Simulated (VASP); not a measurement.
# Al2Cu (C2/c) in VASP: single point with PBE

Aim: the single point of Al2Cu with PBE.

Program: VASP 6.6.1. These are calculated values, not measurements. Logs are shortened: lines on timing, memory, paths and dates and some standing lists are left out, and cuts for length are marked.

**1. The cell of the first run**

Symmetry: C2/c, No. 15, monoclinic system. The conventional cell has a = 7.549 Å, b = 6.052 Å, c = 4.885 Å, α = 90.00°, β = 126.80°, γ = 90.00°. Within 3.3 Å of Al (site symmetry 1) lie 4 Cu at 2.53 to 2.64 Å and 11 Al at 2.72 to 3.22 Å. Within 3.2 Å of Cu (site symmetry 2) lie 2 Cu at 2.44 Å and 8 Al at 2.53 to 2.64 Å.

**2. Single point, PBE (strain -0.0600 x Voigt [0, 0, 0, 0, 1, 0])**

File INCAR:

```
PREC = Accurate
ENCUT = 520
EDIFF = 1E-6
ISMEAR = 0
SIGMA = 0.15
LREAL = False
LASPH = True
NELM = 60
ALGO = Fast
ISIF = 2
LWAVE = False
LCHARG = True
GGA = PE
LELF = True
LVHAR = True
NBANDS = 26
```

File KPOINTS:

```
regular mesh
0
Gamma
  12 12 12
```

File POSCAR:

```
Al2Cu
1.0
   -3.0994373974      3.0261888737      2.5324031214
    2.9529403500     -3.0261888737      2.3508317890
    3.0994373974      3.0261888737     -2.5324031214
Al Cu
4 2
Direct
    0.1587211841      0.6587211841      0.8174423682
    0.6587211841      0.8412788159      0.5000000000
    0.8412788159      0.3412788159      0.1825576318
    0.3412788159      0.1587211841      0.5000000000
    0.7500000000      0.7500000000      0.0000000000
    0.2500000000      0.2500000000      0.0000000000
```

Potentials or basis: VASP PAW PBE potentials, release 64 (Al, Cu).

On the command line:

```
> cat potpaw_PBE.64/Al/POTCAR potpaw_PBE.64/Cu/POTCAR > POTCAR
> mpirun -np 1 vasp_std > vasp.out
```

OUTCAR:

```text
PREC = Accurate
   ENCUT = 520
   EDIFF = 1E-6
   ISMEAR = 0
   LREAL = False
   LASPH = True
   NELM = 60
   ISIF = 2
   GGA = PE

 ion  position               nearest neighbor table
   1  0.159  0.659  0.817-   6 2.53   6 2.56   5 2.61   5 2.64   3 2.72   3 2.84   3 2.96   2 3.02
                             4 3.11   4 3.11   2 3.20   2 3.22   2 3.22   4 3.22   4 3.22
   2  0.659  0.841  0.500-   6 2.53   6 2.56   5 2.61   5 2.64   4 2.72   4 2.84   4 2.96   1 3.02
                             3 3.11   3 3.11   1 3.20   1 3.22   1 3.22   3 3.22   3 3.22
   3  0.841  0.341  0.183-   5 2.53   5 2.56   6 2.61   6 2.64   1 2.72   1 2.84   1 2.96   4 3.02
                             2 3.11   2 3.11   4 3.20   4 3.22   4 3.22   2 3.22   2 3.22
   4  0.341  0.159  0.500-   5 2.53   5 2.56   6 2.61   6 2.64   2 2.72   2 2.84   2 2.96   3 3.02
                             1 3.11   1 3.11   3 3.20   3 3.22   3 3.22   1 3.22   1 3.22
   5  0.750  0.750  0.000-   6 2.44   6 2.44   4 2.53   3 2.53   4 2.56   3 2.56   1 2.61   2 2.61
                             2 2.64   1 2.64
   6  0.250  0.250  0.000-   5 2.44   5 2.44   2 2.53   1 2.53   2 2.56   1 2.56   3 2.61   4 2.61
                             4 2.64   3 2.64

  LATTYP: Found a base centered monoclinic cell.
 ALAT       =     7.5488454245
 B/A-ratio  =     0.8017620453
 C/A-ratio  =     0.6471760378
 COS(beta)  =    -0.5990919481

  Lattice vectors:

 A1 = (   2.9529403500,   3.0261888737,   2.3508317890)
 A2 = (   2.9529403500,  -3.0261888737,   2.3508317890)
 A3 = (   0.1464970474,   0.0000000000,  -4.8832349104)

Analysis of symmetry for initial positions (statically):
=====================================================================
 Subroutine PRICEL returns:
 Original cell was already a primitive cell.

 Routine SETGRP: Setting up the symmetry group for a
 base centered monoclinic supercell.

 Subroutine GETGRP returns: Found  4 space group operations
 (whereof  2 operations were pure point group operations)
 out of a pool of  4 trial point group operations.

The static configuration has the point symmetry S_2 .
 The point group associated with its full space group is C_2h.

Analysis of symmetry for dynamics (positions and initial velocities):
=====================================================================
 Subroutine PRICEL returns:
 Original cell was already a primitive cell.

 Routine SETGRP: Setting up the symmetry group for a
 base centered monoclinic supercell.

 Subroutine GETGRP returns: Found  4 space group operations
 (whereof  2 operations were pure point group operations)
[... 110 lines left out ...]
   NELM   =     60;   NELMIN=  2; NELMDL= -5     # of ELM steps
   EDIFF  = 0.1E-05   stopping-criterion for ELM
   LREAL  =      F    real-space projection
   EDIFFG = 0.1E-04   stopping-criterion for IOM
   NSW    =      0    number of steps for IOM
   IBRION =     -1    ionic relax: 0-MD 1-quasi-New 2-CG
   NFREE  =      0    steps in history (QN), initial steepest desc. (CG)
   ISIF   =      2    stress and relaxation
   ISYM   =      2    0-nonsym 1-usesym 2-fastsym
   POTIM  = 0.5000    time-step for ionic-motion
   TEBEG  =    0.0;   TEEND  =   0.0 temperature during run
   PSTRESS=    0.0 pullay stress
   NELECT =      34.0000    total number of electrons
   NUPDOWN=      -1.0000    fix difference up-down
   EMIN   =  10.00;   EMAX   =-10.00  energy-range for DOS
   EFERMI =   0.00;   METHOD = LEGACY
   ISMEAR =     0;   SIGMA  =   0.15  broadening in eV -4-tet -1-fermi 0-gaus
   EFERMI_NEDOS =   21; number of points for ismear=-14 and -15
   IALGO  =     68    algorithm
   IMIX   =      4    mixing-type and parameters
     AMIX     =   0.40;   BMIX     =  1.00
     AMIX_MAG =   1.60;   BMIX_MAG =  1.00
  volume/ion in A,a.u.               =      14.89       100.50
  Fermi-wavevector in a.u.,A,eV,Ry     =   1.186283  2.241750 19.147031  1.407267
  Thomas-Fermi vector in A             =   2.322459
   LORBIT       =      0    0 simple, 1 ext, 2 COOP (PROOUT), +10 PAW based schemes
   GGA     = PE    functional components
   LHFCALC =     F    Hartree Fock is set to
   AEXX    =    0.0000 exact exchange contribution
   IVDW    =     0    specifies the selected vdW correction
   LEPSILON=     F    determine dielectric tensor
   LRPA    =     F    only Hartree local field effects (RPA)
 non-spin polarized calculation
 RMM-DIIS sequential band-by-band and
 Gauss-broadening in eV      SIGMA  =   0.15
  energy-cutoff  :      520.00
  volume of cell :       89.36
 maximum number of plane-waves:      2433
 NGX is ok and might be reduce to    40
   NGX = 19   NGY = 17   NGZ = 19

 number of electron      33.9999987 magnetization

 Free energy of the ion-electron system (eV)
  ---------------------------------------------------
  ext. energy  EPLUGINS =         0.00000000
  ---------------------------------------------------
  free energy    TOTEN  =       -23.34615011 eV

  energy without entropy =      -23.32287635  energy(sigma->0) =      -23.33451323

 E-fermi :   7.9819     XC(G=0): -10.8583

 val. band max:        7.9800938478   @ k =   0.4167   0.5000  -0.0000
 cond. band min:       7.9827483266   @ k =  -0.2500  -0.1667   0.2500
 fundamental gap:      0.0026544788
 Fermi energy:         7.9818738768

 k-point     1 :       0.0000    0.0000    0.0000
  band No.  band energies     occupation
      1      -2.7714      2.00000
      2       2.6699      2.00000
      3       2.8743      2.00000
      4       2.8828      2.00000
      5       2.9220      2.00000
      6       3.7858      2.00000
[... 685 lines left out ...]
     25      13.9739      0.00000
     26      14.6073      0.00000

 [... further k-points ...]
[... 5 lines left out ...]
  --------------------------------------------------------------------------------------
  -------------------------------------------------------------------------------------
  Total        0.3530204      0.4088821      0.0335926      0.0000000      0.0000000      1.3604910
  in kB        6.3295350      7.3311152      0.6023037      0.0000000      0.0000000     24.3931358
  external PRESSURE =       4.7543180 kB  Pullay stress =       0.0000000 kB

 VOLUME and BASIS-vectors are now :
 -----------------------------------------------------------------------------
  energy-cutoff  :      520.00
  volume of cell :       89.36
      direct lattice vectors                 reciprocal lattice vectors
    -3.099437397  3.026188874  2.532403121     0.006149003  0.165224320  0.204966754
     2.952940350 -3.026188874  2.350831789     0.171522159  0.000000000  0.209927949
     3.099437397  3.026188874 -2.532403121     0.165373156  0.165224320  0.004961195

 POSITION                                       TOTAL-FORCE (eV/Angst)
 -----------------------------------------------------------------------------------
      3.98683      0.96064     -0.11960        -0.041369     -0.009037     -0.161713
      1.99230      0.96064      2.37965         0.041369     -0.009037      0.161713
     -1.03389      2.06555      2.47044         0.041369      0.009037      0.161713
      0.96064      2.06555     -0.02882        -0.041369      0.009037     -0.161713
     -0.10987      0.00000      3.66243        -0.000000     -0.015835      0.000000
     -0.03662      0.00000      1.22081        -0.000000      0.015835      0.000000
 -----------------------------------------------------------------------------------
    total drift:                               -0.000000     -0.000000      0.000000

  FREE ENERGIE OF THE ION-ELECTRON SYSTEM (eV)
  ---------------------------------------------------
  free  energy   TOTEN  =       -23.3461501137 eV

  energy  without entropy=      -23.3228763500  energy(sigma->0) =      -23.33451323
```

stdout:

```text
POSCAR found type information on POSCAR AlCu
 POSCAR found :  2 types and       6 ions
 scaLAPACK will be used
 LDA part: xc-table for (Slater+PW92), standard interpolation
 POSCAR, INCAR and KPOINTS ok, starting setup
 FFT: planning ... GRIDC
 FFT: planning ... GRID_SOFT
 FFT: planning ... GRID
 WAVECAR not read
 entering main loop
```

Wall time 26 min (1 thread of Intel Xeon Platinum 8488C (Sapphire Rapids), shared host); peak memory 0.93 GiB.

Results:

```
Free energy            : -23.3462 eV
Pressure               : 0.5 GPa
Largest force          : 0.167 eV/Å
Band gap on the k mesh : zero (band 17 reaches 10.19 eV, above the bottom of band 18 at 6.48 eV)
```

Forces on the atoms (eV/Å):
```
Al  -0.041 -0.009 -0.162
Al   0.041 -0.009  0.162
Al   0.041  0.009  0.162
Al  -0.041  0.009 -0.162
Cu   0.000 -0.016  0.000
Cu   0.000  0.016  0.000
```

Stress tensor (GPa, compression positive):
```
0.63 0.00 2.44
0.00 0.73 0.00
2.44 0.00 0.06
```

Levels at points of the mesh, in eV from the Fermi level:
| k point | band 13 | band 14 | band 15 | band 16 | band 17 | band 18 | band 19 | band 20 | band 21 | band 22 |
| --- | --- | --- | --- | --- | --- | --- | --- | --- | --- | --- |
| (0.00, 0.00, 0.00) | -2.90 | -1.96 | -1.67 | -1.19 | -1.09 | -0.77 | -0.18 | -0.02 | 1.15 | 1.42 |
| (0.50, 0.00, 0.00) | -3.10 | -3.10 | -2.58 | -2.52 | 0.20 | 0.24 | 3.81 | 3.98 | 4.38 | 4.40 |
| (0.00, 0.50, 0.00) | -3.12 | -3.12 | -2.68 | -2.68 | -0.11 | -0.11 | 4.00 | 4.00 | 4.48 | 4.48 |
| (0.50, 0.50, 0.00) | -3.06 | -2.55 | -1.42 | -1.28 | -1.09 | -0.57 | 0.79 | 1.26 | 4.27 | 4.65 |
| (0.50, 0.00, 0.50) | -3.04 | -3.04 | -2.52 | -2.52 | 0.59 | 0.59 | 3.64 | 3.64 | 4.00 | 4.00 |
| (0.50, 0.50, 0.50) | -3.34 | -3.23 | -3.23 | -1.84 | 2.20 | 2.67 | 3.16 | 3.33 | 4.27 | 4.30 |

Caveat: the cell differs from its parent crystal (strain -0.0600 x Voigt [0, 0, 0, 0, 1, 0]).
